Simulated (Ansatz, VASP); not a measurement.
## Two plane-wave programs on InSe

File INCAR:

```
SYSTEM = InSe
  PREC = Accurate
  ENCUT = 520
  EDIFF = 1E-6
  ISMEAR = 0
  SIGMA = 0.05
  LREAL = .FALSE.
  LASPH = .TRUE.
  NELM = 60
  ALGO = Normal
  ISIF = 2
  LWAVE = .FALSE.
  LCHARG = .TRUE.
  GGA = PS
  LELF = .TRUE.
  LVHAR = .TRUE.
  NBANDS = 27
```

File KPOINTS:

```
Automatic mesh
0
G
  8 8 6
  0 0 0
```

POSCAR

```
InSe
1.0
    5.8749264423     -2.0552742521     -0.0052948673
    5.8749264423      2.0552742521     -0.0052948673
   -1.6051187023      0.0000000000      4.2720903652
In Se
2 2
Direct
    0.8858026589      0.8858026589      0.0290539339
    0.1141973411      0.1141973411      0.9709460661
    0.6287849558      0.6287849558      0.5935378053
    0.3452787783      0.3452787783      0.3625132294
```

Input for Ansatz:

```yaml
crystal:
  lattice:
    - [5.8749264423, -2.0552742521, -0.0052948673]
    - [5.8749264423, 2.0552742521, -0.0052948673]
    - [-1.6051187023, 0.0, 4.2720903652]
  atoms:
    - { symbol: In, position: [0.8858026589, 0.8858026589, 0.0290539339] }
    - { symbol: In, position: [0.1141973411, 0.1141973411, 0.9709460661] }
    - { symbol: Se, position: [0.6287849558, 0.6287849558, 0.5935378053] }
    - { symbol: Se, position: [0.3452787783, 0.3452787783, 0.3625132294] }
basis:
  ecutwfc: 420
kpoints:
  mp_grid: { grid: [8, 8, 6] }
hamiltonian:
  xc: pbesol
scf:
  occupations: { method: gaussian, width: 0.05 }
output:
  forces: true
  stress: true
  eigenvalues: true
  write_density: true
  write_potential: true
  elf: true
  volumetric_format: npy
```

Alike in both runs: task single point; functional PBEsol; k mesh 8 × 8 × 6; occupations gaussian, width 0.05 eV; no spin polarisation.

```csv
,VASP,Ansatz
version,VASP 6.6.1,Ansatz 0.2.0
potentials or method,"VASP PAW PBE potentials, release 64 (In_d, Se), cutoff 520 eV","scalar-relativistic, plane waves, PAW"
valence electrons in the cell,38,58
```

Ansatz gave:

```
gap on the k mesh at the Fermi level (eV)                     : 0.21
least direct gap on the mesh (eV)                             : 0.65
pressure (GPa)                                                : -1.1
traceless stress, the component that is largest in VASP (GPa) : -1.49
rms of the force components (eV/Å)                            : 0.417
```

Estimate VASP's values.

gap on the k mesh at the Fermi level (eV): 0.21; least direct gap on the mesh (eV): 0.65; pressure (GPa): -1.0; traceless stress, the component that is largest in VASP (GPa): -1.49; rms of the force components (eV/Å): 0.413.

VASP's potentials were made for PBE, not for PBEsol. Atom by atom the forces differ by 0.008 eV/Å (rms over components). VASP's potentials hold 38 valence electrons a cell and Ansatz's 58, so a difference there can come from the potentials and not from the codes.
